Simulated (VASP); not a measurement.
# CsPbCl3 (Pm-3m) in VASP: further runs

CsPbCl3 is run at these levels: PBE, r2SCAN; tasks: single point.

All numbers are computed with VASP 6.6.1; they aren't measurements. Logs are shortened: lines on timing, memory, paths and dates and some standing lists are left out, and cuts for length are marked.

## 1. The cell of the first run

Symmetry: Pm-3m, No. 221, cubic system. Conventional cell: a = 5.853 Å, b = 5.853 Å, c = 5.853 Å, α = 90.00°, β = 90.00°, γ = 90.00°. Within 5.4 Å of Cs (site symmetry m-3m) lie 12 Cl at 4.14 Å and 8 Pb at 5.07 Å. Pb (site symmetry m-3m) has 6 Cl at 2.93 Å within 3.9 Å. Within 3.9 Å of Cl (site symmetry 4/mmm) lie 2 Pb at 2.93 Å.

## 2. Single point, PBE (volume changed by +6%)

INCAR

```
ALGO     = Normal         # electronic algorithm
EDIFF    = 1E-6           # SCF threshold, eV
ENCUT    = 520            # plane-wave cutoff, eV
GGA      = PE             # functional
ISIF     = 2              # what is computed and relaxed
ISMEAR   = 0              # smearing method
LASPH    = T              # aspherical terms in the spheres
LCHARG   = T              # write CHGCAR
LELF     = T              # ELF
LREAL    = F              # projectors in reciprocal space
LVHAR    = T            
LWAVE    = F              # write WAVECAR
NBANDS   = 30             # bands
NELM     = 60             # most SCF steps
PREC     = Accurate       # precision mode
SIGMA    = 0.01           # smearing width, eV
```

KPOINTS

```
k-points
0
Gamma
  4 4 4
```

POSCAR

```
CsPbCl3
1.0
    5.8528460621      0.0000000000      0.0000000000
    0.0000000000      5.8528460621      0.0000000000
    0.0000000000      0.0000000000      5.8528460621
Cs Pb Cl
1 1 3
Direct
    0.0000000000      0.0000000000      0.0000000000
    0.5000000000      0.5000000000      0.5000000000
    0.5000000000      0.5000000000      0.0000000000
    0.0000000000      0.5000000000      0.5000000000
    0.5000000000      0.0000000000      0.5000000000
```

Potentials or basis: VASP PAW PBE potentials, release 64 (Cs_sv, Pb_d, Cl).

Started as:

```sh
cat potpaw_PBE.64/Cs_sv/POTCAR potpaw_PBE.64/Pb_d/POTCAR potpaw_PBE.64/Cl/POTCAR > POTCAR
mpirun -np 1 vasp_std > vasp.out
```

OUTCAR:

```text
EDIFF = 1E-6
   ENCUT = 520
   GGA = PE
   ISIF = 2
   ISMEAR = 0
   LASPH = T
   LREAL = F
   NELM = 60
   PREC = Accurate

 ion  position               nearest neighbor table
   1  0.000  0.000  0.000-
   2  0.500  0.500  0.500-   3 2.93   4 2.93   5 2.93   3 2.93   5 2.93   4 2.93
   3  0.500  0.500  0.000-   2 2.93   2 2.93
   4  0.000  0.500  0.500-   2 2.93   2 2.93
   5  0.500  0.000  0.500-   2 2.93   2 2.93

  LATTYP: Found a simple cubic cell.
 ALAT       =     5.8528460621

  Lattice vectors:

 A1 = (   5.8528460621,   0.0000000000,   0.0000000000)
 A2 = (   0.0000000000,   5.8528460621,   0.0000000000)
 A3 = (   0.0000000000,   0.0000000000,   5.8528460621)

Analysis of symmetry for initial positions (statically):
=====================================================================
 Subroutine PRICEL returns:
 Original cell was already a primitive cell.

 Routine SETGRP: Setting up the symmetry group for a
 simple cubic supercell.

 Subroutine GETGRP returns: Found 48 space group operations
 (whereof 48 operations were pure point group operations)
 out of a pool of 48 trial point group operations.

The static configuration has the point symmetry O_h .

Analysis of symmetry for dynamics (positions and initial velocities):
=====================================================================
 Subroutine PRICEL returns:
 Original cell was already a primitive cell.

 Routine SETGRP: Setting up the symmetry group for a
 simple cubic supercell.

 Subroutine GETGRP returns: Found 48 space group operations
 (whereof 48 operations were pure point group operations)
 out of a pool of 48 trial point group operations.

The dynamic configuration has the point symmetry O_h .

 Subroutine INISYM returns: Found 48 space group operations
 (whereof 48 operations are pure point group operations),
 and found     1 'primitive' translations

----------------------------------------------------------------------------------------

                                     Primitive cell

  volume of cell :     200.4940

  direct lattice vectors                    reciprocal lattice vectors
     5.852846062  0.000000000  0.000000000     0.170857048  0.000000000  0.000000000
     0.000000000  5.852846062  0.000000000     0.000000000  0.170857048  0.000000000
     0.000000000  0.000000000  5.852846062     0.000000000  0.000000000  0.170857048

  length of vectors
     5.852846062  5.852846062  5.852846062     0.170857048  0.170857048  0.170857048

  position of ions in fractional coordinates (direct lattice)
     0.000000000  0.000000000  0.000000000
     0.500000000  0.500000000  0.500000000
     0.500000000  0.500000000  0.000000000
     0.000000000  0.500000000  0.500000000
     0.500000000  0.000000000  0.500000000

  ion indices of the primitive-cell ions
   primitive index   ion index
                 1           1
                 2           2
                 3           3
                 4           4
                 5           5

----------------------------------------------------------------------------------------

 KPOINTS: k-points

Automatic generation of k-mesh.
 Grid dimensions read from file:
 generate k-points for:    4    4    4

 Generating k-lattice:

  Cartesian coordinates                     Fractional coordinates (reciprocal lattice)
     0.042714262  0.000000000  0.000000000     0.250000000  0.000000000  0.000000000
     0.000000000  0.042714262  0.000000000     0.000000000  0.250000000  0.000000000
     0.000000000  0.000000000  0.042714262     0.000000000  0.000000000  0.250000000

  Length of vectors
     0.042714262  0.042714262  0.042714262

  Shift w.r.t. Gamma in fractional coordinates (k-lattice)
     0.000000000  0.000000000  0.000000000

 Subroutine IBZKPT returns following result:
 ===========================================

 Found     10 irreducible k-points:

 Following reciprocal coordinates:
            Coordinates               Weight
  0.000000  0.000000  0.000000      1.000000
  0.250000  0.000000  0.000000      6.000000
  0.500000  0.000000  0.000000      3.000000
  0.250000  0.250000  0.000000     12.000000
  0.500000  0.250000  0.000000     12.000000
  0.500000  0.500000  0.000000      3.000000
  0.250000  0.250000  0.250000      8.000000
  0.500000  0.250000  0.250000     12.000000
  0.500000  0.500000  0.250000      6.000000
  0.500000  0.500000  0.500000      1.000000
   k-points           NKPTS =     10   k-points in BZ     NKDIM =     10   number of bands    NBANDS=     30
   number of dos      NEDOS =    301   number of ions     NIONS =      5
   total plane-waves  NPLWV = 110592
   dimension x,y,z NGX =    48 NGY =   48 NGZ =   48
   dimension x,y,z NGXF=    96 NGYF=   96 NGZF=   96
   ions per type =               1   1   3
   NGX,Y,Z   is equivalent  to a cutoff of  13.63, 13.63, 13.63 a.u.
   NGXF,Y,Z  is equivalent  to a cutoff of  27.27, 27.27, 27.27 a.u.
 SYSTEM =  unknown system
   PREC   = accura    normal or accurate (medium, high low for compatibility)
   ISTART =      0    job   : 0-new  1-cont  2-samecut
   ICHARG =      2    charge: 1-file 2-atom 10-const
   ISPIN  =      1    spin polarized calculation?
   LNONCOLLINEAR =      F non collinear calculations
   LSORBIT =      F    spin-orbit coupling
   LASPH  =      T    aspherical Exc in radial PAW
   ENCUT  =  520.0 eV  38.22 Ry    6.18 a.u.  10.88 10.88 10.88*2*pi/ulx,y,z
   NELM   =     60;   NELMIN=  2; NELMDL= -5     # of ELM steps
   EDIFF  = 0.1E-05   stopping-criterion for ELM
   LREAL  =      F    real-space projection
   EDIFFG = 0.1E-04   stopping-criterion for IOM
   NSW    =      0    number of steps for IOM
   IBRION =     -1    ionic relax: 0-MD 1-quasi-New 2-CG
   NFREE  =      0    steps in history (QN), initial steepest desc. (CG)
   ISIF   =      2    stress and relaxation
   ISYM   =      2    0-nonsym 1-usesym 2-fastsym
   POTIM  = 0.5000    time-step for ionic-motion
   TEBEG  =    0.0;   TEEND  =   0.0 temperature during run
   PSTRESS=    0.0 pullay stress
   NELECT =      44.0000    total number of electrons
   NUPDOWN=      -1.0000    fix difference up-down
   EMIN   =  10.00;   EMAX   =-10.00  energy-range for DOS
   EFERMI =   0.00;   METHOD = LEGACY
   ISMEAR =     0;   SIGMA  =   0.01  broadening in eV -4-tet -1-fermi 0-gaus
   EFERMI_NEDOS =   21; number of points for ismear=-14 and -15
   IALGO  =     38    algorithm
   IMIX   =      4    mixing-type and parameters
     AMIX     =   0.40;   BMIX     =  1.00
     AMIX_MAG =   1.60;   BMIX_MAG =  1.00
  volume/ion in A,a.u.               =      40.10       270.60
  Fermi-wavevector in a.u.,A,eV,Ry     =   0.987473  1.866054 13.267084  0.975103
  Thomas-Fermi vector in A             =   2.118930
   LORBIT       =      0    0 simple, 1 ext, 2 COOP (PROOUT), +10 PAW based schemes
   GGA     = PE    functional components
   LHFCALC =     F    Hartree Fock is set to
   AEXX    =    0.0000 exact exchange contribution
   IVDW    =     0    specifies the selected vdW correction
   LEPSILON=     F    determine dielectric tensor
   LRPA    =     F    only Hartree local field effects (RPA)
 non-spin polarized calculation
 Gauss-broadening in eV      SIGMA  =   0.01
  energy-cutoff  :      520.00
  volume of cell :      200.49
 maximum number of plane-waves:      5449
 NGX is ok and might be reduce to    48
   NGX = 21   NGY = 21   NGZ = 21

 number of electron      43.9999996 magnetization

 Free energy of the ion-electron system (eV)
  ---------------------------------------------------
  ext. energy  EPLUGINS =         0.00000000
  ---------------------------------------------------
  free energy    TOTEN  =       -17.50834110 eV

  energy without entropy =      -17.50834110  energy(sigma->0) =      -17.50834110

 E-fermi :   0.4131     XC(G=0):  -7.2793

 val. band max:        0.2831798136   @ k =   0.5000   0.5000   0.5000
 cond. band min:       2.6890268732   @ k =   0.5000   0.5000   0.5000
 fundamental gap:      2.4058470597
 Fermi energy:         0.4130699443

 k-point     1 :       0.0000    0.0000    0.0000
  band No.  band energies     occupation
      1     -20.5017      2.00000
      2     -16.0372      2.00000
      3     -16.0372      2.00000
      4     -15.9342      2.00000
      5     -15.9342      2.00000
      6     -15.9342      2.00000
[... 22 lines left out ...]
     29       6.2462      0.00000
     30       6.2462      0.00000

 k-point     2 :       0.2500    0.0000    0.0000
  band No.  band energies     occupation
      1     -20.5012      2.00000
      2     -16.0372      2.00000
      3     -16.0135      2.00000
      4     -15.9345      2.00000
      5     -15.9345      2.00000
      6     -15.9342      2.00000
[... 22 lines left out ...]
     29       6.4204      0.00000
     30       6.8579      0.00000

 k-point     3 :       0.5000    0.0000    0.0000
  band No.  band energies     occupation
      1     -20.5007      2.00000
      2     -16.0371      2.00000
      3     -15.9893      2.00000
      4     -15.9348      2.00000
      5     -15.9348      2.00000
      6     -15.9341      2.00000
[... 22 lines left out ...]
     29       6.6838      0.00000
     30       7.5108      0.00000

 k-point     4 :       0.2500    0.2500    0.0000
  band No.  band energies     occupation
      1     -20.5007      2.00000
      2     -16.0255      2.00000
      3     -16.0009      2.00000
      4     -15.9348      2.00000
      5     -15.9345      2.00000
      6     -15.9345      2.00000
[... 154 lines left out ...]
     29       6.8816      0.00000
     30       6.9181      0.00000

 k-point     9 :       0.5000    0.5000    0.2500
  band No.  band energies     occupation
      1     -20.4995      2.00000
      2     -15.9885      2.00000
      3     -15.9621      2.00000
      4     -15.9355      2.00000
      5     -15.9351      2.00000
      6     -15.9351      2.00000
[... 22 lines left out ...]
     29       6.6459      0.00000
     30       7.0318      0.00000

 k-point    10 :       0.5000    0.5000    0.5000
  band No.  band energies     occupation
      1     -20.4991      2.00000
      2     -15.9621      2.00000
      3     -15.9621      2.00000
      4     -15.9355      2.00000
      5     -15.9355      2.00000
      6     -15.9355      2.00000
[... 22 lines left out ...]
     29       6.4386      0.00000
     30       7.5295      0.00000

------------------------ aborting loop because EDIFF is reached ----------------------------------------

  FORCE on cell =-STRESS in cart. coord.  units (eV):
  Direction    XX          YY          ZZ          XY          YZ          ZX
  --------------------------------------------------------------------------------------
  -------------------------------------------------------------------------------------
  Total       -1.4456515     -1.4456515     -1.4456515     -0.0000000     -0.0000000      0.0000000
  in kB      -11.5524180    -11.5524180    -11.5524180     -0.0000000     -0.0000000      0.0000000
  external PRESSURE =     -11.5524180 kB  Pullay stress =       0.0000000 kB

 VOLUME and BASIS-vectors are now :
 -----------------------------------------------------------------------------
  energy-cutoff  :      520.00
  volume of cell :      200.49
      direct lattice vectors                 reciprocal lattice vectors
     5.852846062  0.000000000  0.000000000     0.170857048  0.000000000  0.000000000
     0.000000000  5.852846062  0.000000000     0.000000000  0.170857048  0.000000000
     0.000000000  0.000000000  5.852846062     0.000000000  0.000000000  0.170857048

 POSITION                                       TOTAL-FORCE (eV/Angst)
 -----------------------------------------------------------------------------------
      0.00000      0.00000      0.00000         0.000000      0.000000      0.000000
      2.92642      2.92642      2.92642         0.000000      0.000000      0.000000
      2.92642      2.92642      0.00000         0.000000      0.000000      0.000000
      0.00000      2.92642      2.92642         0.000000      0.000000      0.000000
      2.92642      0.00000      2.92642         0.000000      0.000000      0.000000
 -----------------------------------------------------------------------------------
    total drift:                                0.000000     -0.000000     -0.000000

  FREE ENERGIE OF THE ION-ELECTRON SYSTEM (eV)
  ---------------------------------------------------
  free  energy   TOTEN  =       -17.5083411016 eV

  energy  without entropy=      -17.5083411016  energy(sigma->0) =      -17.50834110
```

It took 62 s on 1 thread of Intel Xeon 6975P-C, shared host; peak memory 0.34 GiB.

Results:

```
Free energy            : -17.5083 eV
Pressure               : -1.2 GPa
Band gap on the k mesh : 2.41 eV, direct
```

Caveat: spin-orbit coupling is left out, which moves the levels of the heavy elements. A k mesh can miss the band edges.

## 3. Single point, r2SCAN (volume changed by -6%)

POSCAR, as its differences from that of step 2:

```diff
@@ -2,5 +2,5 @@
 1.0
-    5.8528460621      0.0000000000      0.0000000000
-    0.0000000000      5.8528460621      0.0000000000
-    0.0000000000      0.0000000000      5.8528460621
+    5.5608452213      0.0000000000      0.0000000000
+    0.0000000000      5.5608452213      0.0000000000
+    0.0000000000      0.0000000000      5.5608452213
 Cs Pb Cl
```

INCAR.step1

```
SYSTEM = CsPbCl3
PREC = Accurate ; ENCUT = 520
ISMEAR = 0 ; SIGMA = 0.01
LREAL = .FALSE. ; LASPH = .TRUE.
NELM = 100 ; NBANDS = 30
GGA = PE ; ALGO = Normal
EDIFF = 1E-4 ; LWAVE = .TRUE.
LCHARG = .FALSE.
```

INCAR.step2

```
SYSTEM = CsPbCl3
PREC = Accurate ; ENCUT = 520
EDIFF = 1E-6 ; ISMEAR = 0
SIGMA = 0.01 ; LREAL = .FALSE.
LASPH = .TRUE. ; NELM = 100
ALGO = Normal ; ISIF = 2
LWAVE = .FALSE. ; LCHARG = .TRUE.
METAGGA = R2SCAN ; LMIXTAU = .TRUE.
LELF = .TRUE. ; LVHAR = .TRUE.
NBANDS = 30 ; ISTART = 1
```

KPOINTS

```
Automatic mesh
0
G
  4 4 4
  0 0 0
```

Potentials or basis: VASP PAW PBE potentials, release 64 (Cs_sv, Pb_d, Cl).

Started as:

```sh
cat potpaw_PBE.64/Cs_sv/POTCAR potpaw_PBE.64/Pb_d/POTCAR potpaw_PBE.64/Cl/POTCAR > POTCAR
cp INCAR.step1 INCAR
mpirun -np 1 vasp_std > vasp.out
cp INCAR.step2 INCAR
mpirun -np 1 vasp_std > vasp.out
```

It took 2.4 min on 1 thread of Intel Xeon 6975P-C, shared host; peak memory 0.31 GiB.

The run converged. Its results:

| Property | Result |
| --- | --- |
| Free energy | -108.1118 eV |
| Pressure | 1.8 GPa |
| Band gap on the k mesh | 2.19 eV, direct |

Levels at points of the mesh, in eV from the valence-band top:
```
           k point  band 18  band 19  band 20  band 21  band 22  band 23  band 24  band 25  band 26  band 27
(0.00, 0.00, 0.00)    -3.06    -3.06    -2.94    -2.94    -2.94     3.66     4.42     4.42     5.44     5.44
(0.50, 0.00, 0.00)    -3.16    -3.16    -3.06    -3.06    -1.89     3.37     4.99     5.39     5.71     5.71
(0.50, 0.50, 0.00)    -3.25    -3.25    -3.14    -2.62    -0.91     2.82     2.82     5.28     5.72     6.06
(0.50, 0.50, 0.50)    -3.13    -2.60    -2.60    -2.60     0.00     2.19     2.19     2.19     5.53     5.87
```

Caveat: the PAW data sets were made with another functional, which shifts forces and pressure a little; spin-orbit coupling is left out, which moves the levels of the heavy elements.
